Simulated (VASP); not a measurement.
Set up this calculation in VASP 6.6.1, as the native input.

```yaml
Task: single point
Functional: PBEsol
Potentials_or_basis: VASP PAW PBE potentials, release 64 (Al, Ni)
Cutoff: 520 eV
k_mesh: 15 × 15 × 5
Occupations: gaussian, width 0.15 eV
Spin: no spin polarisation
Dipole_correction: no
Further_INCAR_settings: ALGO = Fast; EDIFF = 1e-06; NBANDS = 28
```

The structure of AlNi lies in POSCAR:

```
AlNi
1.0
    0.0000000000     -2.8618233747      0.0000000000
    0.0000000000      0.0000000000     -2.8618233747
   10.5854701242     -0.4769705624     -0.4769705624
Al Ni
3 3
Direct
    0.9887352532     -0.0112647468      0.0675884807
    0.9436762660     -0.0563237340      0.3379424037
    0.8986172789     -0.1013827211      0.6082963267
    0.3760877853      0.3760877853      0.7434732882
    0.4662057596      0.4662057596      0.2027654422
    0.4211467725      0.4211467725      0.4731193652
```

These files were run (other wordings do the same):

INCAR

```
SYSTEM = AlNi
PREC     = Accurate       ! precision mode
ENCUT    = 520            ! plane-wave cutoff, eV
EDIFF    = 1E-6           ! SCF threshold, eV
ISMEAR   = 0              ! smearing method
SIGMA    = 0.15           ! smearing width, eV
LREAL    = .FALSE.        ! projectors in reciprocal space
LASPH    = .TRUE.         ! aspherical terms in the spheres
NELM     = 60             ! most SCF steps
ALGO     = Fast           ! electronic algorithm
ISIF     = 2              ! what is computed and relaxed
LWAVE    = .FALSE.        ! write WAVECAR
LCHARG   = .FALSE.        ! write CHGCAR
GGA      = PS             ! functional
NBANDS   = 28             ! bands
```

KPOINTS

```
Automatic mesh
0
G
  15 15 5
  0 0 0
```

Potentials or basis: VASP PAW PBE potentials, release 64 (Al, Ni).

Run with:

```console
$ cat potpaw_PBE.64/Al/POTCAR potpaw_PBE.64/Ni/POTCAR > POTCAR
$ mpirun -np 1 vasp_std > vasp.out
```

Results of the run:

| Quantity | Value |
| --- | --- |
| Pressure | -5.8 GPa |
| Largest force | 0.915 eV/Å |
| Band gap on the k mesh | zero (an odd number of electrons rules out a gap without spin polarisation) |

Caveat: the cell stands under tension; the PAW data sets were made with another functional, which shifts forces and pressure a little.

Wall time 8.6 min on 1 thread of Intel(R) Xeon(R) Platinum 8488C (Sapphire Rapids), with other jobs on the host, peak memory 0.66 GiB.
